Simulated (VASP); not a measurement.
Here is a VASP 6.6.1 calculation.

The input INCAR:

```
ALGO = Normal ; EDIFF = 1E-6
ENCUT = 750 ; GGA = PE
GGA_COMPAT = False ; ISIF = 2
ISMEAR = 0 ; LASPH = True
LCHARG = False ; LREAL = False
LWAVE = False ; NBANDS = 13
NELM = 120 ; PREC = Accurate
SIGMA = 0.05
```

File KPOINTS:

```
k-points
0
Gamma
  8 8 8
```

POSCAR

```
Li2O
1.0
    0.0000000000      2.3095000000      2.3095000000
    2.3095000000      0.0000000000      2.3095000000
    2.3095000000      2.3095000000      0.0000000000
Li O
2 1
Direct
    0.2500000000      0.2500000000      0.2500000000
    0.7500000000      0.7500000000      0.7500000000
    0.0000000000      0.0000000000      0.0000000000
```

Potentials or basis: VASP PAW PBE potentials, release 64 (Li_sv, O).

The run is started by

```sh
$ cat potpaw_PBE.64/Li_sv/POTCAR potpaw_PBE.64/O/POTCAR > POTCAR
$ mpirun -np 1 vasp_std > vasp.out
```

Q: Estimate the band gap on the k mesh.

A: 4.98 eV, indirect (least direct gap 5.27 eV).

Q: Estimate the pressure.

A: 0.0 GPa.

A k mesh can miss the band edges.
